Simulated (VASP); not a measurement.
SrO, 6 atoms in the cell. The structure is trigonal, space group R-3m (No. 166). Conventional cell: a = 3.686 Å, b = 3.686 Å, c = 28.509 Å, α = 90.00°, β = 90.00°, γ = 120.00°. Sr (site symmetry -3m) has 6 O at 2.67 Å and 2 Sr at 3.21 Å within 3.5 Å. Sr (site symmetry 3m) has 6 O at 2.63 to 2.66 Å and 1 Sr at 3.21 Å within 3.5 Å. Within 3.5 Å of O (site symmetry -3m) lie 6 Sr at 2.63 Å. Within 3.5 Å of O (site symmetry 3m) lie 6 Sr at 2.66 to 2.67 Å. 

```yaml
Program: VASP 6.6.1
Task: relaxation of shape and atoms at fixed volume
Functional: PBE
Potentials_or_basis: VASP PAW PBE potentials, release 64 (Sr_sv, O)
Cutoff: 600 eV
k_mesh: 6 × 6 × 6
Occupations: gaussian, width 0.02 eV
Spin: no spin polarisation
Dipole_correction: no
Further_INCAR_settings: ALGO = Normal; EDIFF = 1e-06; IBRION = 2; EDIFFG = -0.01; NSW = 50; ISIF = 4
```

Potentials or basis: VASP PAW PBE potentials, release 64 (Sr_sv, O).

The run is started by

```sh
$ cat potpaw_PBE.64/Sr_sv/POTCAR potpaw_PBE.64/O/POTCAR > POTCAR
$ mpirun -np 1 vasp_std > vasp.out
```

Hardware: 1 thread of AMD EPYC 7R13, with other jobs on the host.

Q: Estimate the wall time of this run.

A: Run time: 36 min on 1 thread of AMD EPYC 7R13, with other jobs on the host, peak memory 1 GiB. Counts: scf iterations 21, k points 32, ion steps 2.
